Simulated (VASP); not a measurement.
# ScCoC4N4 (P-43m) in VASP: notebook

The runs below take ScCoC4N4 through single point, with PBE.

Program: VASP 6.6.1. These are calculated values, not measurements. Logs are shortened: lines on timing, memory, paths and dates and some standing lists are left out, and cuts for length are marked.

## (1) The cell of the first run

It takes space group P-43m (No. 215, cubic). Conventional cell: a = 5.927 Å, b = 5.927 Å, c = 5.927 Å, α = 90.00°, β = 90.00°, γ = 90.00°. Sc (site symmetry -43m) has 4 N at 2.08 Å within 2.8 Å. Within 2.5 Å of Co (site symmetry -43m) lie 4 C at 1.87 Å. C (site symmetry 3m) has 1 N at 1.18 Å within 1.6 Å. N (site symmetry 3m) has 1 C at 1.18 Å within 1.6 Å.

## (2) Single point, PBE, collinear spin, ferromagnetic start

Input file INCAR:

```
SYSTEM = ScCoC4N4
PREC = Accurate
ENCUT = 520
EDIFF = 1E-6
ISMEAR = 0
SIGMA = 0.1
LREAL = .False.
LASPH = .True.
NELM = 150
ALGO = Normal
ISIF = 2
LWAVE = .False.
LCHARG = .True.
ISPIN = 2
MAGMOM = 0 1.52 0 0 0 0 0 0 0 0
LORBIT = 11
LMAXMIX = 4
GGA = PE
LELF = .True.
LVHAR = .True.
NBANDS = 43
```

Input file KPOINTS:

```
Automatic mesh
0
Gamma
  6 6 6
  0 0 0
```

Input file POSCAR:

```
ScCoC4N4
1.0
    5.9270126260      0.0000000000      0.0000000000
    0.0000000000      5.9270126260      0.0000000000
    0.0000000000      0.0000000000      5.9270126260
Sc Co C N
1 1 4 4
Direct
    0.5000000000      0.5000000000      0.5000000000
    0.0000000000      0.0000000000      0.0000000000
    0.1822141750      0.1822141750      0.1822141750
    0.1822141750      0.8177858250      0.8177858250
    0.8177858250      0.1822141750      0.8177858250
    0.8177858250      0.8177858250      0.1822141750
    0.2975336066      0.2975336066      0.2975336066
    0.2975336066      0.7024663934      0.7024663934
    0.7024663934      0.2975336066      0.7024663934
    0.7024663934      0.7024663934      0.2975336066
```

Potentials or basis: VASP PAW PBE potentials, release 64 (Sc_sv, Co, C, N).

Command:

```console
cat potpaw_PBE.64/Sc_sv/POTCAR potpaw_PBE.64/Co/POTCAR potpaw_PBE.64/C/POTCAR potpaw_PBE.64/N/POTCAR > POTCAR
mpirun -np 1 vasp_std > vasp.out
```

OUTCAR:

```text
SYSTEM = ScCoC4N4
   PREC = Accurate
   ENCUT = 520
   EDIFF = 1E-6
   ISMEAR = 0
   LREAL = .False.
   LASPH = .True.
   NELM = 150
   ISIF = 2
   ISPIN = 2
   LORBIT = 11
   GGA = PE

 ion  position               nearest neighbor table
   1  0.500  0.500  0.500-   7 2.08   8 2.08   9 2.08  10 2.08
   2  0.000  0.000  0.000-   3 1.87   4 1.87   5 1.87   6 1.87
   3  0.182  0.182  0.182-   7 1.18   2 1.87
   4  0.182  0.818  0.818-   8 1.18   2 1.87
   5  0.818  0.182  0.818-   9 1.18   2 1.87
   6  0.818  0.818  0.182-  10 1.18   2 1.87
   7  0.298  0.298  0.298-   3 1.18   1 2.08
   8  0.298  0.702  0.702-   4 1.18   1 2.08
   9  0.702  0.298  0.702-   5 1.18   1 2.08
  10  0.702  0.702  0.298-   6 1.18   1 2.08

  LATTYP: Found a simple cubic cell.
 ALAT       =     5.9270126260

  Lattice vectors:

 A1 = (   5.9270126260,   0.0000000000,   0.0000000000)
 A2 = (   0.0000000000,   5.9270126260,   0.0000000000)
 A3 = (   0.0000000000,   0.0000000000,   5.9270126260)

Analysis of symmetry for initial positions (statically):
=====================================================================
 Subroutine PRICEL returns:
 Original cell was already a primitive cell.

 Routine SETGRP: Setting up the symmetry group for a
 simple cubic supercell.

 Subroutine GETGRP returns: Found 24 space group operations
 (whereof 24 operations were pure point group operations)
 out of a pool of 48 trial point group operations.

The static configuration has the point symmetry T_d .

Analysis of symmetry for dynamics (positions and initial velocities):
=====================================================================
 Subroutine PRICEL returns:
 Original cell was already a primitive cell.

 Routine SETGRP: Setting up the symmetry group for a
 simple cubic supercell.

 Subroutine GETGRP returns: Found 24 space group operations
 (whereof 24 operations were pure point group operations)
 out of a pool of 48 trial point group operations.

The dynamic configuration has the point symmetry T_d .

Analysis of structural, dynamic, and magnetic symmetry:
=====================================================================
 Subroutine PRICEL returns:
 Original cell was already a primitive cell.

 Routine SETGRP: Setting up the symmetry group for a
 simple cubic supercell.

 Subroutine GETGRP returns: Found 24 space group operations
 (whereof 24 operations were pure point group operations)
 out of a pool of 48 trial point group operations.

The overall configuration has the point symmetry T_d .

 Subroutine INISYM returns: Found 24 space group operations
 (whereof 24 operations are pure point group operations),
 and found     1 'primitive' translations

----------------------------------------------------------------------------------------

                                     Primitive cell

  volume of cell :     208.2129

  direct lattice vectors                    reciprocal lattice vectors
     5.927012626  0.000000000  0.000000000     0.168719060  0.000000000  0.000000000
     0.000000000  5.927012626  0.000000000     0.000000000  0.168719060  0.000000000
     0.000000000  0.000000000  5.927012626     0.000000000  0.000000000  0.168719060

  length of vectors
     5.927012626  5.927012626  5.927012626     0.168719060  0.168719060  0.168719060

  position of ions in fractional coordinates (direct lattice)
     0.500000000  0.500000000  0.500000000
     0.000000000  0.000000000  0.000000000
     0.182214175  0.182214175  0.182214175
     0.182214175  0.817785825  0.817785825
     0.817785825  0.182214175  0.817785825
     0.817785825  0.817785825  0.182214175
     0.297533607  0.297533607  0.297533607
     0.297533607  0.702466393  0.702466393
     0.702466393  0.297533607  0.702466393
     0.702466393  0.702466393  0.297533607

  ion indices of the primitive-cell ions
   primitive index   ion index
                 1           1
                 2           2
                 3           3
                 4           4
                 5           5
                 6           6
                 7           7
                 8           8
                 9           9
                10          10

[... 58 lines left out ...]
   ISTART =      0    job   : 0-new  1-cont  2-samecut
   ICHARG =      2    charge: 1-file 2-atom 10-const
   ISPIN  =      2    spin polarized calculation?
   LNONCOLLINEAR =      F non collinear calculations
   LSORBIT =      F    spin-orbit coupling
   LASPH  =      T    aspherical Exc in radial PAW
   ENCUT  =  520.0 eV  38.22 Ry    6.18 a.u.  11.02 11.02 11.02*2*pi/ulx,y,z
   NELM   =    150;   NELMIN=  2; NELMDL= -5     # of ELM steps
   EDIFF  = 0.1E-05   stopping-criterion for ELM
   LREAL  =      F    real-space projection
   EDIFFG = 0.1E-04   stopping-criterion for IOM
   NSW    =      0    number of steps for IOM
   IBRION =     -1    ionic relax: 0-MD 1-quasi-New 2-CG
   NFREE  =      0    steps in history (QN), initial steepest desc. (CG)
   ISIF   =      2    stress and relaxation
   ISYM   =      2    0-nonsym 1-usesym 2-fastsym
   POTIM  = 0.5000    time-step for ionic-motion
   TEBEG  =    0.0;   TEEND  =   0.0 temperature during run
   PSTRESS=    0.0 pullay stress
   NELECT =      56.0000    total number of electrons
   NUPDOWN=      -1.0000    fix difference up-down
   EMIN   =  10.00;   EMAX   =-10.00  energy-range for DOS
   EFERMI =   0.00;   METHOD = LEGACY
   ISMEAR =     0;   SIGMA  =   0.10  broadening in eV -4-tet -1-fermi 0-gaus
   EFERMI_NEDOS =   21; number of points for ismear=-14 and -15
   IALGO  =     38    algorithm
   IMIX   =      4    mixing-type and parameters
     AMIX     =   0.40;   BMIX     =  1.00
     AMIX_MAG =   1.60;   BMIX_MAG =  1.00
  volume/ion in A,a.u.               =      20.82       140.51
  Fermi-wavevector in a.u.,A,eV,Ry     =   1.056740  1.996950 15.193630  1.116700
  Thomas-Fermi vector in A             =   2.191987
   LORBIT       =     11    0 simple, 1 ext, 2 COOP (PROOUT), +10 PAW based schemes
   GGA     = PE    functional components
   LHFCALC =     F    Hartree Fock is set to
   AEXX    =    0.0000 exact exchange contribution
   IVDW    =     0    specifies the selected vdW correction
   LEPSILON=     F    determine dielectric tensor
   LRPA    =     F    only Hartree local field effects (RPA)
 spin polarized calculation
 Gauss-broadening in eV      SIGMA  =   0.10
  energy-cutoff  :      520.00
  volume of cell :      208.21
 maximum number of plane-waves:      5644
 NGX is ok and might be reduce to    48
   NGX = 23   NGY = 23   NGZ = 23

 number of electron      55.9999992 magnetization       1.9996346

 Free energy of the ion-electron system (eV)
  ---------------------------------------------------
  ext. energy  EPLUGINS =         0.00000000
  ---------------------------------------------------
  free energy    TOTEN  =       -83.44440504 eV

  energy without entropy =      -83.40764785  energy(sigma->0) =      -83.42602644

 E-fermi :  -0.2622     XC(G=0):  -7.1239

 val. band max:       -0.2641509310   @ k =   0.1667   0.1667   0.0000
 cond. band min:      -0.2396294283   @ k =   0.1667   0.1667   0.1667
 fundamental gap:      0.0245215027
 Fermi energy:        -0.2621846492

 spin component 1

 k-point     1 :       0.0000    0.0000    0.0000
  band No.  band energies     occupation
      1     -50.4394      1.00000
      2     -29.0977      1.00000
      3     -29.0977      1.00000
      4     -29.0977      1.00000
      5     -18.4129      1.00000
      6     -18.2923      1.00000
[... 849 lines left out ...]
     39       4.4213      0.00000
     40       4.4213      0.00000
 Fermi energy:        -0.2621846492

 spin component 2

 k-point     1 :       0.0000    0.0000    0.0000
  band No.  band energies     occupation
      1     -50.4752      1.00000
      2     -29.1340      1.00000
      3     -29.1340      1.00000
      4     -29.1340      1.00000
      5     -18.3473      1.00000
      6     -18.2270      1.00000
[... 849 lines left out ...]
     39       4.6964      0.00000
     40       4.6964      0.00000
 [bands above 40 left out]

------------------------ aborting loop because EDIFF is reached ----------------------------------------

  FORCE on cell =-STRESS in cart. coord.  units (eV):
  Direction    XX          YY          ZZ          XY          YZ          ZX
  --------------------------------------------------------------------------------------
  -------------------------------------------------------------------------------------
  Total        0.6013705      0.6013705      0.6013705      0.0000000      0.0000000      0.0000000
  in kB        4.6274862      4.6274862      4.6274862      0.0000000      0.0000000      0.0000000
  external PRESSURE =       4.6274862 kB  Pullay stress =       0.0000000 kB

 VOLUME and BASIS-vectors are now :
 -----------------------------------------------------------------------------
  energy-cutoff  :      520.00
  volume of cell :      208.21
      direct lattice vectors                 reciprocal lattice vectors
     5.927012626  0.000000000  0.000000000     0.168719060  0.000000000  0.000000000
     0.000000000  5.927012626  0.000000000     0.000000000  0.168719060  0.000000000
     0.000000000  0.000000000  5.927012626     0.000000000  0.000000000  0.168719060

 POSITION                                       TOTAL-FORCE (eV/Angst)
 -----------------------------------------------------------------------------------
      2.96351      2.96351      2.96351         0.000000     -0.000000      0.000000
      0.00000      0.00000      0.00000         0.000000     -0.000000      0.000000
      1.07999      1.07999      1.07999        -0.168826     -0.168826     -0.168826
      1.07999      4.84703      4.84703        -0.168826      0.168826      0.168826
      4.84703      1.07999      4.84703         0.168826     -0.168826      0.168826
      4.84703      4.84703      1.07999         0.168826      0.168826     -0.168826
      1.76349      1.76349      1.76349         0.152142      0.152142      0.152142
      1.76349      4.16353      4.16353         0.152142     -0.152142     -0.152142
      4.16353      1.76349      4.16353        -0.152142      0.152142     -0.152142
      4.16353      4.16353      1.76349        -0.152142     -0.152142      0.152142
 -----------------------------------------------------------------------------------
    total drift:                               -0.000000     -0.000000      0.000000

  FREE ENERGIE OF THE ION-ELECTRON SYSTEM (eV)
  ---------------------------------------------------
  free  energy   TOTEN  =       -83.4444050351 eV

  energy  without entropy=      -83.4076478496  energy(sigma->0) =      -83.42602644

 total charge

# of ion       s       p       d       tot
------------------------------------------
    1        2.220   6.211   1.014   9.446
    2        0.513   0.788   7.255   8.556
    3        0.965   1.581   0.000   2.546
    4        0.965   1.581   0.000   2.546
    5        0.965   1.581   0.000   2.546
    6        0.965   1.581   0.000   2.546
    7        1.299   2.622   0.000   3.921
    8        1.299   2.622   0.000   3.921
    9        1.299   2.622   0.000   3.921
   10        1.299   2.622   0.000   3.921
--------------------------------------------------
tot         11.789  23.811   8.269  43.870

 magnetization (x)

# of ion       s       p       d       tot
------------------------------------------
    1        0.000  -0.000  -0.038  -0.039
    2        0.008   0.118   1.440   1.567
    3        0.008  -0.003   0.000   0.005
    4        0.008  -0.003   0.000   0.005
    5        0.008  -0.003   0.000   0.005
    6        0.008  -0.003   0.000   0.005
    7        0.003   0.042   0.000   0.045
    8        0.003   0.042   0.000   0.045
    9        0.003   0.042   0.000   0.045
   10        0.003   0.042   0.000   0.045
--------------------------------------------------
tot          0.052   0.274   1.402   1.728
```

Wall time 6.8 min (1 thread of Intel Xeon Platinum 8259CL at 2.50GHz (Skylake/Cascade Lake), shared host); peak memory 0.58 GiB.

What came out:

```
Free energy                                           : -83.4444 eV
Pressure                                              : 0.5 GPa
Largest force                                         : 0.292 eV/Å
Band gap on the k mesh                                : zero (filled and empty bands overlap)
Net moment                                            : 2.00 μB per cell
Site moments                                          : Sc -0.04; Co +1.57; C +0.01; N +0.04 μB
Valence electrons inside the program's atomic spheres : Sc 9.45; Co 8.56; C 2.55; N 3.92
```

Forces on the atoms (eV/Å):
```
Sc   0.000  0.000  0.000
Co   0.000  0.000  0.000
C   -0.169 -0.169 -0.169
C   -0.169  0.169  0.169
C    0.169 -0.169  0.169
C    0.169  0.169 -0.169
N    0.152  0.152  0.152
N    0.152 -0.152 -0.152
N   -0.152  0.152 -0.152
N   -0.152 -0.152  0.152
```

Caveat: a cell with one magnetic atom can't hold antiferromagnetic order, which such compounds often take.

(Continued in part 2 of 2.)

The gap in the log of VASP goes by the Fermi energy; the results here count the filled bands.